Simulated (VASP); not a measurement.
Si (a cell with a defect): single point with PBEsol

The system is Si (a cell with a defect).

```xyz
17
Lattice="0.0000 5.4300 5.4300 5.4300 0.0000 5.4300 5.4300 5.4300 0.0000" Properties=species:S:1:pos:R:3 pbc="T T T"
Si    0.2938    0.2912   -0.2918
Si    1.4400    1.4373    1.4030
Si    2.8272    2.8226    0.1323
Si    4.3311    4.3294    1.1002
Si    2.6363    0.0089    2.7960
Si    4.0291    1.4374    3.9920
Si    5.2991    2.8235    2.6054
Si    6.6958    4.1486    4.1684
Si    0.0107    2.6338    2.7955
Si    1.4400    4.0265    3.9921
Si    2.8269    5.2973    2.6066
Si    4.1497    6.6922    4.1666
Si    2.6364    2.6334    5.4207
Si    3.8468    3.8448    7.0148
Si    5.2227    5.2213    5.6384
Si    6.6962    6.6907    6.7111
Si    7.3854    7.3880    8.9026
```

| Item | Value |
| --- | --- |
| Program | VASP 6.6.1 |
| Task | single point |
| Functional | PBEsol |
| Potentials or basis | VASP PAW PBE potentials, release 64 (Si) |
| Cutoff | 520 eV |
| k mesh | 2 × 2 × 2 |
| Occupations | fermi-dirac, width 0.02 eV |
| Spin | no spin polarisation |

The pressure is 2.4 GPa and the largest force is 0.115 eV/Å. The band gap on the k mesh is 0.15 eV.

Forces in eV/Å, atoms in the order of the input:
```
Si  -0.005 -0.006  0.006
Si  -0.032 -0.029 -0.049
Si   0.030  0.033 -0.008
Si   0.003 -0.003  0.002
Si   0.020 -0.065 -0.024
Si   0.053 -0.031  0.031
Si   0.002  0.038 -0.038
Si  -0.025 -0.021  0.017
Si  -0.059  0.022 -0.021
Si  -0.032  0.048  0.030
Si   0.029  0.009 -0.031
Si  -0.028 -0.014  0.017
Si   0.019  0.024  0.064
Si   0.065  0.067 -0.066
Si  -0.029 -0.035  0.034
Si  -0.025 -0.015  0.023
Si   0.014 -0.021  0.013
```

Stress tensor (GPa, compression positive):
```
 2.37 -0.33  0.33
-0.33  2.37  0.33
 0.33  0.33  2.37
```

Levels at points of the mesh, in eV from the valence-band top:
| k point | band 30 | band 31 | band 32 | band 33 | band 34 | band 35 | band 36 | band 37 | band 38 | band 39 |
| --- | --- | --- | --- | --- | --- | --- | --- | --- | --- | --- |
| (0.00, 0.00, 0.00) | -1.20 | -0.92 | -0.45 | -0.45 | -0.24 | 0.15 | 0.15 | 0.49 | 0.49 | 0.99 |
| (0.50, 0.00, 0.00) | -1.20 | -1.15 | -1.09 | -0.60 | -0.10 | 0.46 | 0.81 | 1.11 | 1.30 | 1.51 |
| (0.00, 0.50, 0.00) | -1.20 | -1.15 | -1.09 | -0.60 | -0.09 | 0.46 | 0.81 | 1.11 | 1.30 | 1.51 |
| (0.00, 0.00, 0.50) | -1.13 | -1.13 | -1.01 | -1.01 | -0.03 | 0.56 | 0.56 | 1.43 | 1.44 | 1.44 |
| (0.50, 0.50, 0.50) | -1.20 | -1.15 | -1.09 | -0.60 | -0.10 | 0.46 | 0.81 | 1.11 | 1.30 | 1.51 |
| (0.50, 0.50, 0.00) | -1.61 | -1.59 | -1.42 | -0.30 | 0.00 | 0.63 | 1.61 | 1.69 | 1.80 | 2.13 |
| (0.00, 0.50, 0.50) | -1.61 | -1.59 | -1.42 | -0.29 | 0.00 | 0.63 | 1.61 | 1.69 | 1.80 | 2.13 |
| (0.50, 0.00, 0.50) | -1.61 | -1.59 | -1.43 | -0.30 | 0.00 | 0.63 | 1.61 | 1.69 | 1.80 | 2.13 |

It took 120 s on 1 thread of Intel(R) Xeon(R) 6975P-C (Granite Rapids), on a shared host, peak memory 0.46 GiB.

Caveat: the k points lie up to 0.50 Å⁻¹ apart; the PAW data sets were made with another functional, which shifts forces and pressure a little.
